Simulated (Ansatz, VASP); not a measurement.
One calculation of Cu, two programs

```xyz
1
Lattice="0.0000 1.9056 1.9056 1.9056 0.0000 1.9056 1.9056 1.9056 0.0000" Properties=species:S:1:pos:R:3 pbc="T T T"
Cu    0.0000    0.0000    0.0000
```

Change from the starting cell: strain +0.050 along x and y, +0.050 along z, atoms carried along.

Alike in both runs: task single point; functional PBE; k mesh 28 × 28 × 28; occupations gaussian, width 0.15 eV; no spin polarisation.

```csv
,VASP,Ansatz
version,VASP 6.6.1,Ansatz 0.2.0
potentials or method,"VASP PAW PBE potentials, release 64 (Cu), cutoff 520 eV","scalar-relativistic, plane waves, PAW"
valence electrons in the cell,11,19
```

|  | VASP | Ansatz | Ansatz less VASP |
| --- | --- | --- | --- |
| gap on the k mesh at the Fermi level (eV) | none | none | - |
| pressure (GPa) | -12.8 | -14.3 | -1.44 |

A gap of «none» marks a metal or a gap that the smearing closes. VASP's potentials hold 11 valence electrons a cell and Ansatz's 19, so a difference there can come from the potentials and not from the codes.
